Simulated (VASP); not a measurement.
# Ru4Cl in VASP: relaxation of the atoms with PBE

Aim: the relaxation of the atoms of Ru4Cl with PBE.

All numbers are computed with VASP 6.6.1; they aren't measurements. Logs are shortened: lines on timing, memory, paths and dates and some standing lists are left out, and cuts for length are marked.

**1. The cell of the first run**

The cell holds a slab with vacuum, 5 atoms: a = 2.720 Å, b = 2.720 Å, c = 21.866 Å, α = 90.00°, β = 90.00°, γ = 120.00°.

**2. Relaxation of the atoms, PBE**

INCAR reads:

```
  ALGO = Normal
  DIPOL = 0.5 0.5 0.377
  EDIFF = 1E-6
  EDIFFG = -0.025
  ENCUT = 520
  GGA = PE
  IBRION = 2
  IDIPOL = 3
  ISIF = 2
  ISMEAR = 0
  KPAR = 4
  LASPH = T
  LCHARG = F
  LDIPOL = T
  LREAL = F
  LWAVE = F
  NELM = 100
  NSW = 36
  PREC = Accurate
  SIGMA = 0.1
```

KPOINTS reads:

```
k-points
0
Gamma
  12 12 1
```

POSCAR reads:

```
Ru4Cl
1.0
    2.7197977464      0.0000000000      0.0000000000
   -1.3598988732      2.3554139415      0.0000000000
    0.0000000000      0.0000000000     21.8663388628
Ru Cl
4 1
Selective dynamics
Direct
    0.6666666667      0.3333333333      0.1829295716  F F F
    0.3333333333      0.6666666667      0.2811778378  F F F
    0.6666666667      0.3333333333      0.3790816283  F F F
    0.3333333333      0.6666666667      0.4740774817  F F F
    0.3333333333      1.1666666667      0.5654371756  F F T
```

Potentials or basis: VASP PAW PBE potentials, release 64 (Ru_pv, Cl).

Run with:

```
cat potpaw_PBE.64/Ru_pv/POTCAR potpaw_PBE.64/Cl/POTCAR > POTCAR
mpirun -np 4 vasp_std > vasp.out
```

OUTCAR:

```text
EDIFF = 1E-6
   EDIFFG = -0.025
   ENCUT = 520
   GGA = PE
   IBRION = 2
   ISIF = 2
   ISMEAR = 0
   LASPH = T
   LREAL = F
   NELM = 100
   NSW = 36
   PREC = Accurate

 ion  position               nearest neighbor table
   1  0.667  0.333  0.183-   2 2.66   2 2.66   2 2.66
   2  0.333  0.667  0.281-   3 2.65   3 2.65   3 2.65   1 2.66   1 2.66   1 2.66
   3  0.667  0.333  0.379-   4 2.60   4 2.60   4 2.60   2 2.65   2 2.65   2 2.65
   4  0.333  0.667  0.474-   5 2.42   5 2.42   3 2.60   3 2.60   3 2.60
   5  0.333  0.167  0.565-   4 2.42   4 2.42

  LATTYP: Found a hexagonal cell.
 ALAT       =     2.7197977464
 C/A-ratio  =     8.0396929852

  Lattice vectors:

 A1 = (   2.7197977464,   0.0000000000,   0.0000000000)
 A2 = (  -1.3598988732,   2.3554139415,   0.0000000000)
 A3 = (   0.0000000000,   0.0000000000,  21.8663388628)

Analysis of symmetry for initial positions (statically):
=====================================================================
 Subroutine PRICEL returns:
 Original cell was already a primitive cell.

 Routine SETGRP: Setting up the symmetry group for a
 hexagonal supercell.

 Subroutine GETGRP returns: Found  2 space group operations
 (whereof  2 operations were pure point group operations)
 out of a pool of 24 trial point group operations.

The static configuration has the point symmetry C_1h.

Analysis of symmetry for dynamics (positions and initial velocities):
=====================================================================
 Subroutine PRICEL returns:
 Original cell was already a primitive cell.

 Routine SETGRP: Setting up the symmetry group for a
 hexagonal supercell.

 Subroutine GETGRP returns: Found  2 space group operations
 (whereof  2 operations were pure point group operations)
 out of a pool of 24 trial point group operations.

The dynamic configuration has the point symmetry C_1h.

Analysis of constrained symmetry for selective dynamics:
=====================================================================
 Subroutine PRICEL returns:
 Original cell was already a primitive cell.

 Routine SETGRP: Setting up the symmetry group for a
 hexagonal supercell.

 Subroutine GETGRP returns: Found  2 space group operations
 (whereof  2 operations were pure point group operations)
 out of a pool of 24 trial point group operations.

The constrained configuration has the point symmetry C_1h.

 Subroutine INISYM returns: Found  2 space group operations
 (whereof  2 operations are pure point group operations),
 and found     1 'primitive' translations

----------------------------------------------------------------------------------------

                                     Primitive cell

  volume of cell :     140.0812

  direct lattice vectors                    reciprocal lattice vectors
     2.719797746  0.000000000  0.000000000     0.367674398  0.212276913  0.000000000
    -1.359898873  2.355413942  0.000000000     0.000000000  0.424553826  0.000000000
     0.000000000  0.000000000 21.866338863     0.000000000  0.000000000  0.045732393

  length of vectors
     2.719797746  2.719797746 21.866338863     0.424553826  0.424553826  0.045732393

  position of ions in fractional coordinates (direct lattice)
     0.666666667  0.333333333  0.182929572
     0.333333333  0.666666667  0.281177838
     0.666666667  0.333333333  0.379081628
     0.333333333  0.666666667  0.474077482
     0.333333333  0.166666667  0.565437176

  ion indices of the primitive-cell ions
   primitive index   ion index
                 1           1
                 2           2
                 3           3
                 4           4
                 5           5

----------------------------------------------------------------------------------------

 KPOINTS: k-points

Automatic generation of k-mesh.
 Grid dimensions read from file:
 generate k-points for:   12   12    1

 Generating k-lattice:

  Cartesian coordinates                     Fractional coordinates (reciprocal lattice)
     0.030639533  0.017689743  0.000000000     0.083333333 -0.000000000  0.000000000
     0.000000000  0.035379485  0.000000000     0.000000000  0.083333333  0.000000000
     0.000000000  0.000000000  0.045732393     0.000000000  0.000000000  1.000000000

  Length of vectors
     0.035379485  0.035379485  0.045732393

  Shift w.r.t. Gamma in fractional coordinates (k-lattice)
     0.000000000  0.000000000  0.000000000

 Subroutine IBZKPT returns following result:
 ===========================================

 Found     43 irreducible k-points:

 Following reciprocal coordinates:
            Coordinates               Weight
  0.000000  0.000000  0.000000      1.000000
  0.083333  0.000000  0.000000      2.000000
  0.000000  0.083333  0.000000      4.000000
  0.166667  0.000000  0.000000      2.000000
  0.000000  0.166667  0.000000      4.000000
  0.250000  0.000000  0.000000      2.000000
[... 16 lines left out ...]
 -0.083333  0.416667  0.000000      4.000000
 -0.416667  0.333333  0.000000      4.000000
 [... further k-points ...]
   k-points           NKPTS =     43   k-points in BZ     NKDIM =     43   number of bands    NBANDS=     37
   number of dos      NEDOS =    301   number of ions     NIONS =      5
   total plane-waves  NPLWV =  67200
   dimension x,y,z NGX =    20 NGY =   20 NGZ =  168
   dimension x,y,z NGXF=    40 NGYF=   40 NGZF=  336
   ions per type =               4   1
   NGX,Y,Z   is equivalent  to a cutoff of  12.22, 12.22, 12.77 a.u.
   NGXF,Y,Z  is equivalent  to a cutoff of  24.45, 24.45, 25.55 a.u.
 SYSTEM =  unknown system
   PREC   = accura    normal or accurate (medium, high low for compatibility)
   ISTART =      0    job   : 0-new  1-cont  2-samecut
   ICHARG =      2    charge: 1-file 2-atom 10-const
   ISPIN  =      1    spin polarized calculation?
   LNONCOLLINEAR =      F non collinear calculations
   LSORBIT =      F    spin-orbit coupling
   LASPH  =      T    aspherical Exc in radial PAW
   ENCUT  =  520.0 eV  38.22 Ry    6.18 a.u.   5.06  5.06 40.66*2*pi/ulx,y,z
   NELM   =    100;   NELMIN=  2; NELMDL= -5     # of ELM steps
   EDIFF  = 0.1E-05   stopping-criterion for ELM
   LREAL  =      F    real-space projection
   EDIFFG = -.3E-01   stopping-criterion for IOM
   NSW    =     36    number of steps for IOM
   IBRION =      2    ionic relax: 0-MD 1-quasi-New 2-CG
   NFREE  =      1    steps in history (QN), initial steepest desc. (CG)
   ISIF   =      2    stress and relaxation
   ISYM   =      2    0-nonsym 1-usesym 2-fastsym
   POTIM  = 0.5000    time-step for ionic-motion
   TEBEG  =    0.0;   TEEND  =   0.0 temperature during run
   PSTRESS=    0.0 pullay stress
   NELECT =      63.0000    total number of electrons
   NUPDOWN=      -1.0000    fix difference up-down
   EMIN   =  10.00;   EMAX   =-10.00  energy-range for DOS
   EFERMI =   0.00;   METHOD = LEGACY
   ISMEAR =     0;   SIGMA  =   0.10  broadening in eV -4-tet -1-fermi 0-gaus
   EFERMI_NEDOS =   21; number of points for ismear=-14 and -15
   IALGO  =     38    algorithm
   IMIX   =      4    mixing-type and parameters
     AMIX     =   0.40;   BMIX     =  1.00
     AMIX_MAG =   1.60;   BMIX_MAG =  1.00
  volume/ion in A,a.u.               =      28.02       189.06
  Fermi-wavevector in a.u.,A,eV,Ry     =   1.254282  2.370248 21.404988  1.573222
  Thomas-Fermi vector in A             =   2.388094
   LORBIT       =      0    0 simple, 1 ext, 2 COOP (PROOUT), +10 PAW based schemes
   GGA     = PE    functional components
   LHFCALC =     F    Hartree Fock is set to
   AEXX    =    0.0000 exact exchange contribution
   IVDW    =     0    specifies the selected vdW correction
   LEPSILON=     F    determine dielectric tensor
   LRPA    =     F    only Hartree local field effects (RPA)
 conjugate gradient relaxation of ions
 non-spin polarized calculation
 Gauss-broadening in eV      SIGMA  =   0.10
  energy-cutoff  :      520.00
  volume of cell :      140.08
 maximum number of plane-waves:      3813
   NGX = 11   NGY = 11   NGZ = 81

--------------------------------------- Ionic step        1  -------------------------------------------

 number of electron      63.0000019 magnetization

 Free energy of the ion-electron system (eV)
  ---------------------------------------------------
  ext. energy  EPLUGINS =         0.00000000
  ---------------------------------------------------
  free energy    TOTEN  =       -36.74219488 eV

  energy without entropy =      -36.71366822  energy(sigma->0) =      -36.72793155

------------------------ aborting loop because EDIFF is reached ----------------------------------------

  FORCE on cell =-STRESS in cart. coord.  units (eV):
  Direction    XX          YY          ZZ          XY          YZ          ZX
  --------------------------------------------------------------------------------------
  -------------------------------------------------------------------------------------
  Total        4.5268906      3.4296289      0.4829404      0.9502565     -0.3000617     -0.5197218
  in kB       51.7762576     39.2263395      5.5236254     10.8685480     -3.4319525     -5.9443125
  external PRESSURE =      32.1754075 kB  Pullay stress =       0.0000000 kB
[... 59 lines left out ...]
  FREE ENERGIE OF THE ION-ELECTRON SYSTEM (eV)
  ---------------------------------------------------
  free  energy   TOTEN  =       -36.7510582437 eV

  energy  without entropy=      -36.7229066113  energy(sigma->0) =      -36.73698243

 dipolmoment           0.000000      0.000000     -0.000944 electrons x Angstroem

--------------------------------------- Ionic step        3  -------------------------------------------

 number of electron      63.0000020 magnetization

 dipolmoment           0.000000      0.000000      0.000491 electrons x Angstroem

 Free energy of the ion-electron system (eV)
  ---------------------------------------------------
  ext. energy  EPLUGINS =         0.00000000
  ---------------------------------------------------
  free energy    TOTEN  =       -36.76200878 eV

  energy without entropy =      -36.73532089  energy(sigma->0) =      -36.74866484

 E-fermi :   3.2157     XC(G=0):  -7.4127

 val. band max:        3.2096342991   @ k =   0.0000   0.5000   0.0000
 cond. band min:       3.2207646765   @ k =   0.0000   0.0000   0.0000
 fundamental gap:      0.0111303774
 Fermi energy:         3.2156543753

 k-point     1 :       0.0000    0.0000    0.0000
  band No.  band energies     occupation
      1     -40.4003      2.00000
      2     -40.0039      2.00000
      3     -39.5967      2.00000
      4     -39.5953      2.00000
      5     -39.5716      2.00000
      6     -39.5139      2.00000
[... 949 lines left out ...]
     36       4.6724      0.00000
     37       5.2524      0.00000

 [... further k-points ...]

------------------------ aborting loop because EDIFF is reached ----------------------------------------

 vacuum level on the upper side and lower side of the slab       (xc-potential included)        -0.301        -0.356

  FORCE on cell =-STRESS in cart. coord.  units (eV):
  Direction    XX          YY          ZZ          XY          YZ          ZX
  --------------------------------------------------------------------------------------
  -------------------------------------------------------------------------------------
  Total        3.6446976      2.7622049     -0.7464534      0.7642612     -0.2162208     -0.3745052
  in kB       41.6861861     31.5926855     -8.5375525      8.7412279     -2.4730230     -4.2833993
  external PRESSURE =      21.5804397 kB  Pullay stress =       0.0000000 kB

 VOLUME and BASIS-vectors are now :
 -----------------------------------------------------------------------------
  energy-cutoff  :      520.00
  volume of cell :      140.08
      direct lattice vectors                 reciprocal lattice vectors
     2.719797746  0.000000000  0.000000000     0.367674398  0.212276913  0.000000000
    -1.359898873  2.355413942  0.000000000     0.000000000  0.424553826  0.000000000
     0.000000000  0.000000000 21.866338863     0.000000000  0.000000000  0.045732393
[... 11 lines left out ...]
  FREE ENERGIE OF THE ION-ELECTRON SYSTEM (eV)
  ---------------------------------------------------
  free  energy   TOTEN  =       -36.7620087826 eV

  energy  without entropy=      -36.7353208902  energy(sigma->0) =      -36.74866484

 reached required accuracy - stopping structural energy minimisation

 vacuum level on the upper side and lower side of the slab         8.053         7.995
```

It took 4.4 min on 4 MPI ranks of AMD EPYC 7R13 (Zen 3), shared host; peak memory 0.34 GiB.

Results:

* Free energy: -36.7620 eV
* Energy gained by relaxing: 4.0 meV/atom
* Ionic steps: 3
* Band gap on the k mesh: zero (an odd number of electrons rules out a gap without spin polarisation)

The path:
| step | energy change (eV) | largest force on free atoms (eV/Å) | pressure (GPa) |
| --- | --- | --- | --- |
| 1 | 0.0000 | 0.4616 | 3.22 |
| 2 | -0.0089 | 0.3365 | 2.93 |
| 3 | -0.0198 | 0.0028 | 2.16 |

Final structure:
```cif
data_structure
_symmetry_space_group_name_H-M 'P 1'
_symmetry_Int_Tables_number 1
_cell_length_a 2.7198
_cell_length_b 2.7198
_cell_length_c 21.8663
_cell_angle_alpha 90.000
_cell_angle_beta 90.000
_cell_angle_gamma 120.000
_cell_volume 140.08
loop_
_atom_site_label
_atom_site_type_symbol
_atom_site_fract_x
_atom_site_fract_y
_atom_site_fract_z
_atom_site_occupancy
Ru1 Ru 0.66667 0.33333 0.18293 1
Ru2 Ru 0.33333 0.66667 0.28118 1
Ru3 Ru 0.66667 0.33333 0.37908 1
Ru4 Ru 0.33333 0.66667 0.47408 1
Cl1 Cl 0.33333 0.16667 0.56951 1
```
